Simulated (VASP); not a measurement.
# Be16I in VASP: a series of runs, part 2 of 2

VASP 6.6.1. The steps go on from the part before.

## 4. Single point, PBEsol

INCAR reads:

```
PREC     = Accurate       # precision mode
ENCUT    = 520            # plane-wave cutoff, eV
EDIFF    = 1E-7           # SCF threshold, eV
ISMEAR   = 0              # smearing method
SIGMA    = 0.15           # smearing width, eV
LREAL    = Auto         
LASPH    = True           # aspherical terms in the spheres
NELM     = 80             # most SCF steps
ALGO     = Normal         # electronic algorithm
ISIF     = 2              # what is computed and relaxed
LWAVE    = False          # write WAVECAR
LCHARG   = False          # write CHGCAR
GGA      = PS             # functional
NBANDS   = 34             # bands
```

KPOINTS reads:

```
Automatic mesh
0
Gamma
  4 4 1
```

POSCAR reads:

```
Be16I
1.0
    4.5800000000      0.0000000000      0.0000000000
    2.2900000000      3.9663960000      0.0000000000
    0.0000000000      0.0000000000     17.3826450000
Be I
16 1
Direct
   -0.1666666667      0.3333333333      0.0575285867
    0.3333333333      0.3333333333      0.0575285867
   -0.1666666667      0.8333333333      0.0575285867
    0.3333333333      0.8333333333      0.0575285867
    0.0020719857      0.0004752425      0.1600957737
    0.4985831790      0.0005004543      0.1601037702
    0.0019854948      0.4972145999      0.1600867992
    0.5008895335      0.4993951688      0.1599063894
   -0.1593276211      0.3293264213      0.2624597120
    0.3321278699      0.3293748279      0.2625132136
   -0.1651023205      0.8322814969      0.2615923526
    0.3322442047      0.8375875732      0.2626232659
   -0.0004202932     -0.0035969681      0.3669947813
    0.5070050075     -0.0037742071      0.3668850166
    0.0000962955      0.5024314264      0.3667745616
    0.5023815187      0.4979291024      0.3562746636
    0.1744577339      0.1580810388      0.4906123895
```

Potentials or basis: VASP PAW PBE potentials, release 64 (Be, I).

On the command line:

```bash
$ cat potpaw_PBE.64/Be/POTCAR potpaw_PBE.64/I/POTCAR > POTCAR
$ mpirun -np 1 vasp_std > vasp.out
```

OUTCAR:

```text
PREC = Accurate
   ENCUT = 520
   EDIFF = 1E-7
   ISMEAR = 0
   LREAL = Auto
   LASPH = True
   NELM = 80
   ISIF = 2
   GGA = PS

 ion  position               nearest neighbor table
   1  0.833  0.333  0.058-   8 2.21   7 2.22   5 2.22   3 2.29   3 2.29   4 2.29   4 2.29   2 2.29
                             2 2.29
   2  0.333  0.333  0.058-   7 2.21   8 2.22   6 2.22   4 2.29   3 2.29   4 2.29   3 2.29   1 2.29
                             1 2.29
   3  0.833  0.833  0.058-   6 2.22   5 2.23   7 2.23   1 2.29   1 2.29   2 2.29   2 2.29   4 2.29
                             4 2.29
   4  0.333  0.833  0.058-   5 2.21   6 2.22   8 2.22   2 2.29   1 2.29   2 2.29   1 2.29   3 2.29
                             3 2.29
   5  0.002  0.000  0.160-   9 2.21  11 2.21  12 2.21   4 2.21   1 2.22   3 2.23   6 2.27   7 2.27
                             8 2.29   8 2.29   7 2.31   6 2.31
   6  0.499  0.001  0.160-  10 2.21  12 2.21  11 2.21   4 2.22   2 2.22   3 2.22   5 2.27   7 2.27
                             8 2.29   8 2.29   7 2.31   5 2.31
   7  0.002  0.497  0.160-   9 2.21  11 2.21  10 2.21   2 2.21   1 2.22   3 2.23   6 2.27   5 2.27
                             8 2.29   8 2.29   5 2.31   6 2.31
   8  0.501  0.499  0.160-   1 2.21   2 2.22   4 2.22  10 2.23  12 2.23   9 2.23   5 2.29   6 2.29
                             7 2.29   7 2.29   6 2.29   5 2.29
   9  0.841  0.329  0.262-  16 2.11   5 2.21   7 2.21   8 2.23  15 2.24  13 2.25  10 2.25  12 2.25
                            11 2.29  11 2.29  12 2.33  10 2.33
  10  0.332  0.329  0.263-  16 2.11   6 2.21   7 2.21   8 2.23  15 2.24  14 2.24   9 2.25  12 2.25
                            11 2.29  11 2.29  12 2.33   9 2.33
  11  0.835  0.832  0.262-   7 2.21   5 2.21   6 2.21  14 2.25  15 2.25  13 2.25  10 2.29   9 2.29
                            12 2.29  12 2.29   9 2.29  10 2.29
  12  0.332  0.838  0.263-  16 2.11   6 2.21   5 2.21   8 2.23  13 2.24  14 2.24   9 2.25  10 2.25
                            11 2.29  11 2.29  10 2.33   9 2.33
  13  1.000  0.996  0.367-  12 2.24   9 2.25  11 2.25  14 2.26  15 2.26  16 2.29  16 2.30  15 2.32
                            14 2.32  17 2.53
  14  0.507  0.996  0.367-  12 2.24  10 2.24  11 2.25  13 2.26  15 2.26  16 2.29  16 2.30  15 2.32
                            13 2.32  17 2.52
  15  0.000  0.502  0.367-  10 2.24   9 2.24  11 2.25  14 2.26  13 2.26  16 2.30  16 2.30  13 2.32
                            14 2.32  17 2.55
  16  0.502  0.498  0.356-   9 2.11  10 2.11  12 2.11  14 2.29  13 2.29  15 2.30  15 2.30  14 2.30
                            13 2.30
  17  0.174  0.158  0.491-  14 2.52  13 2.53  15 2.55

  LATTYP: Found a hexagonal cell.
 ALAT       =     4.5799996975
 C/A-ratio  =     3.7953375869

  Lattice vectors:

 A1 = (  -2.2900000000,  -3.9663960000,   0.0000000000)
 A2 = (   4.5800000000,   0.0000000000,   0.0000000000)
 A3 = (   0.0000000000,   0.0000000000,  17.3826450000)

Analysis of symmetry for initial positions (statically):
=====================================================================
 Subroutine PRICEL returns:
 Original cell was already a primitive cell.

 Routine SETGRP: Setting up the symmetry group for a
 hexagonal supercell.

 Subroutine GETGRP returns: Found  1 space group operations
 (whereof  1 operations were pure point group operations)
 out of a pool of 24 trial point group operations.

The static configuration has the point symmetry C_1 .

Analysis of symmetry for dynamics (positions and initial velocities):
=====================================================================
 Subroutine PRICEL returns:
 Original cell was already a primitive cell.

[... 106 lines left out ...]
   total plane-waves  NPLWV = 181440
   dimension x,y,z NGX =    36 NGY =   36 NGZ =  140
   dimension x,y,z NGXF=    72 NGYF=   72 NGZF=  280
   ions per type =              16   1
   NGX,Y,Z   is equivalent  to a cutoff of  13.07, 13.07, 13.39 a.u.
   NGXF,Y,Z  is equivalent  to a cutoff of  26.13, 26.13, 26.78 a.u.
 SYSTEM =  unknown system
   PREC   = accura    normal or accurate (medium, high low for compatibility)
   ISTART =      0    job   : 0-new  1-cont  2-samecut
   ICHARG =      2    charge: 1-file 2-atom 10-const
   ISPIN  =      1    spin polarized calculation?
   LNONCOLLINEAR =      F non collinear calculations
   LSORBIT =      F    spin-orbit coupling
   LASPH  =      T    aspherical Exc in radial PAW
   ENCUT  =  520.0 eV  38.22 Ry    6.18 a.u.   8.52  8.52 32.32*2*pi/ulx,y,z
   NELM   =     80;   NELMIN=  2; NELMDL= -5     # of ELM steps
   EDIFF  = 0.1E-06   stopping-criterion for ELM
   LREAL  =      T    real-space projection
   EDIFFG = 0.1E-05   stopping-criterion for IOM
   NSW    =      0    number of steps for IOM
   IBRION =     -1    ionic relax: 0-MD 1-quasi-New 2-CG
   NFREE  =      0    steps in history (QN), initial steepest desc. (CG)
   ISIF   =      2    stress and relaxation
   ISYM   =      2    0-nonsym 1-usesym 2-fastsym
   POTIM  = 0.5000    time-step for ionic-motion
   TEBEG  =    0.0;   TEEND  =   0.0 temperature during run
   PSTRESS=    0.0 pullay stress
   NELECT =      39.0000    total number of electrons
   NUPDOWN=      -1.0000    fix difference up-down
   EMIN   =  10.00;   EMAX   =-10.00  energy-range for DOS
   EFERMI =   0.00;   METHOD = LEGACY
   ISMEAR =     0;   SIGMA  =   0.15  broadening in eV -4-tet -1-fermi 0-gaus
   EFERMI_NEDOS =   21; number of points for ismear=-14 and -15
   IALGO  =     38    algorithm
   IMIX   =      4    mixing-type and parameters
     AMIX     =   0.40;   BMIX     =  1.00
     AMIX_MAG =   1.60;   BMIX_MAG =  1.00
  volume/ion in A,a.u.               =      18.57       125.35
  Fermi-wavevector in a.u.,A,eV,Ry     =   0.815275  1.540646  9.043420  0.664673
  Thomas-Fermi vector in A             =   1.925333
   LORBIT       =      0    0 simple, 1 ext, 2 COOP (PROOUT), +10 PAW based schemes
   GGA     = PS    functional components
   LHFCALC =     F    Hartree Fock is set to
   AEXX    =    0.0000 exact exchange contribution
   IVDW    =     0    specifies the selected vdW correction
   LEPSILON=     F    determine dielectric tensor
   LRPA    =     F    only Hartree local field effects (RPA)
 non-spin polarized calculation
 Gauss-broadening in eV      SIGMA  =   0.15
  energy-cutoff  :      520.00
  volume of cell :      315.77
 maximum number of plane-waves:      8615
 NGX is ok and might be reduce to    36
   NGX = 17   NGY = 17   NGZ = 65

 number of electron      39.0000000 magnetization

 Free energy of the ion-electron system (eV)
  ---------------------------------------------------
  ext. energy  EPLUGINS =         0.00000000
  ---------------------------------------------------
  free energy    TOTEN  =       -62.32164625 eV

  energy without entropy =      -62.28065579  energy(sigma->0) =      -62.30115102

 E-fermi :   0.9586     XC(G=0):  -6.3454

 val. band max:        0.9241733536   @ k =   0.5000   0.2500   0.0000
 cond. band min:       0.9886985483   @ k =   0.0000   0.0000   0.0000
 fundamental gap:      0.0645251947
 Fermi energy:         0.9586404475

 k-point     1 :       0.0000    0.0000    0.0000
  band No.  band energies     occupation
      1     -12.9621      2.00000
      2      -9.1512      2.00000
      3      -7.7221      2.00000
      4      -5.7180      2.00000
      5      -4.0684      2.00000
      6      -3.0268      2.00000
[... 329 lines left out ...]
     30       6.2745      0.00000
     31       6.4568      0.00000
 [bands above 31 left out]

------------------------ aborting loop because EDIFF is reached ----------------------------------------

  FORCE on cell =-STRESS in cart. coord.  units (eV):
  Direction    XX          YY          ZZ          XY          YZ          ZX
  --------------------------------------------------------------------------------------
  -------------------------------------------------------------------------------------
  Total       -6.4141760     -6.4773603      0.3492935     -0.0156375      0.2061538     -0.1480798
  in kB      -32.5442331    -32.8648176      1.7722445     -0.0793415      1.0459826     -0.7513270
  external PRESSURE =     -21.2122687 kB  Pullay stress =       0.0000000 kB

 VOLUME and BASIS-vectors are now :
 -----------------------------------------------------------------------------
  energy-cutoff  :      520.00
  volume of cell :      315.77
      direct lattice vectors                 reciprocal lattice vectors
     4.580000000  0.000000000  0.000000000     0.218340611 -0.126059022  0.000000000
     2.290000000  3.966396000  0.000000000     0.000000000  0.252118044  0.000000000
     0.000000000  0.000000000 17.382645000     0.000000000  0.000000000  0.057528644

 POSITION                                       TOTAL-FORCE (eV/Angst)
 -----------------------------------------------------------------------------------
      4.58000      1.32213      1.00000         0.048256     -0.030426     -0.017114
      2.29000      1.32213      1.00000        -0.035693     -0.030635     -0.016383
      5.72500      3.30533      1.00000         0.007268     -0.007154     -0.007665
      3.43500      3.30533      1.00000         0.006448      0.043912     -0.016465
      0.01058      0.00188      2.78289        -0.001728     -0.000889      0.000929
      2.28466      0.00198      2.78303         0.000598     -0.000413      0.000870
[... 9 lines left out ...]
      3.44117      1.97498      6.19300         0.000336      0.004201      0.027033
      1.16102      0.62701      8.52814        -0.013302      0.034954      0.043496
 -----------------------------------------------------------------------------------
    total drift:                                0.000153     -0.000285     -0.003263

  FREE ENERGIE OF THE ION-ELECTRON SYSTEM (eV)
  ---------------------------------------------------
  free  energy   TOTEN  =       -62.3216462542 eV

  energy  without entropy=      -62.2806557913  energy(sigma->0) =      -62.30115102
```

Run time: 7.5 min. Hardware: 1 thread of Intel Xeon 6975P-C, shared host; peak memory 0.44 GiB.

What came out:

```
Free energy   : -62.3216 eV
Largest force : 0.060 eV/Å
```

Forces on the atoms (eV/Å):
```
Be   0.048 -0.030 -0.017
Be  -0.036 -0.031 -0.016
Be   0.007 -0.007 -0.008
Be   0.006  0.044 -0.016
Be  -0.002 -0.001  0.001
Be   0.001  0.000  0.001
Be   0.000  0.001 -0.001
Be  -0.001  0.000  0.008
Be  -0.001 -0.001 -0.002
Be  -0.002 -0.001 -0.007
Be  -0.001  0.000  0.004
Be  -0.002  0.002 -0.008
Be  -0.006 -0.007 -0.014
Be   0.002 -0.008 -0.006
Be  -0.002  0.001  0.011
Be   0.000  0.004  0.027
I   -0.013  0.035  0.043
```

Levels at points of the mesh, in eV from the Fermi level:
```
           k point  band 16  band 17  band 18  band 19  band 20  band 21  band 22  band 23  band 24  band 25
(0.00, 0.00, 0.00)    -2.03    -1.99    -1.68    -1.65    -1.65     0.03     2.57     2.59     2.67     3.00
(0.50, 0.00, 0.00)    -1.20    -0.98    -0.60     0.41     0.58     0.87     1.87     2.71     2.81     3.74
(0.50, 0.50, 0.00)    -1.20    -0.98    -0.60     0.41     0.58     0.87     1.87     2.71     2.81     3.74
(0.00, 0.50, 0.00)    -1.21    -0.98    -0.60     0.40     0.58     0.87     1.88     2.71     2.81     3.74
```

Caveat: the k points lie up to 0.40 Å⁻¹ apart; the PAW data sets were made with another functional, which shifts forces and pressure a little; spin-orbit coupling is left out, which moves the levels of the heavy elements; an odd number of electrons without spin polarisation forces a metal; a magnetic or distorted state may lie lower.

## 5. Single point, PBEsol

INCAR: that of step 4 with these lines changed.

```diff
@@ -2,3 +2,3 @@
 ENCUT    = 520            # plane-wave cutoff, eV
-EDIFF    = 1E-7           # SCF threshold, eV
+EDIFF    = 1E-6           # SCF threshold, eV
 ISMEAR   = 0              # smearing method
@@ -7,3 +7,3 @@
 LASPH    = True           # aspherical terms in the spheres
-NELM     = 80             # most SCF steps
+NELM     = 100            # most SCF steps
 ALGO     = Normal         # electronic algorithm
```

KPOINTS reads:

```
regular mesh
0
Gamma
  4 4 1
```

POSCAR reads:

```
Be16I
1.0
    4.5800000000      0.0000000000      0.0000000000
    2.2900000000      3.9663960000      0.0000000000
    0.0000000000      0.0000000000     17.3826450000
Be I
16 1
Direct
   -0.1666666667      0.3333333333      0.0575285867
    0.3333333333      0.3333333333      0.0575285867
   -0.1666666667      0.8333333333      0.0575285867
    0.3333333333      0.8333333333      0.0575285867
    0.0014940864     -0.0007445046      0.1603207682
    0.4992021299     -0.0006950894      0.1602919464
   -0.0000646995      0.5000320190      0.1594321232
    0.4992029652      0.5014958164      0.1602930394
   -0.1659362725      0.3341882656      0.2617165569
    0.3315648251      0.3342175113      0.2616674275
   -0.1659392263      0.8317535617      0.2617156365
    0.3332115245      0.8334014052      0.2647817982
   -0.0108227614      0.0054114617      0.3663101904
    0.5055938319      0.0056852619      0.3662645127
    0.0001788863      0.4999142799      0.3582670531
    0.5055987114      0.4887073807      0.3662555382
    0.3341101340     -0.1671303117      0.4888917078
```

On the command line:

```bash
$ cat potpaw_PBE.64/Be/POTCAR potpaw_PBE.64/I/POTCAR > POTCAR
$ mpirun -np 1 vasp_std > vasp.out
```

Wall time 4.9 min (1 thread of Intel Xeon 6975P-C, shared host); peak memory 0.44 GiB.

It converged, with:

| Property | Result |
| --- | --- |
| Free energy | -62.3763 eV |
| Largest force | 0.071 eV/Å |

Forces in eV/Å, atoms in the order of the input:
```
Be  -0.061 -0.035 -0.008
Be   0.060 -0.034 -0.009
Be   0.000  0.070 -0.008
Be  -0.001  0.000 -0.029
Be  -0.001  0.001 -0.001
Be   0.000 -0.002  0.002
Be   0.000  0.000  0.001
Be   0.002  0.001  0.002
Be   0.000 -0.001 -0.003
Be   0.004 -0.002 -0.002
Be   0.001  0.000 -0.003
Be   0.003 -0.002  0.000
Be  -0.002  0.001  0.006
Be  -0.004 -0.006  0.009
Be  -0.003  0.001  0.014
Be   0.003  0.006  0.010
I   -0.002  0.002  0.018
```

Levels at points of the mesh, in eV from the Fermi level:
```tsv
k point	band 17	band 18	band 19	band 20	band 21	band 22	band 23	band 24
(0.00, 0.00, 0.00)	-2.17	-1.68	-1.65	-1.65	0.17	2.62	2.71	2.71
(0.50, 0.00, 0.00)	-0.98	-0.58	0.36	0.56	0.89	1.96	2.71	2.77
(0.50, 0.50, 0.00)	-0.98	-0.58	0.36	0.56	0.89	1.96	2.71	2.77
(0.00, 0.50, 0.00)	-0.98	-0.58	0.36	0.56	0.89	1.96	2.71	2.77
```

Caveat: the k points lie up to 0.40 Å⁻¹ apart; the PAW data sets were made with another functional, which shifts forces and pressure a little; spin-orbit coupling is left out, which moves the levels of the heavy elements; an odd number of electrons without spin polarisation forces a metal; a magnetic or distorted state may lie lower.
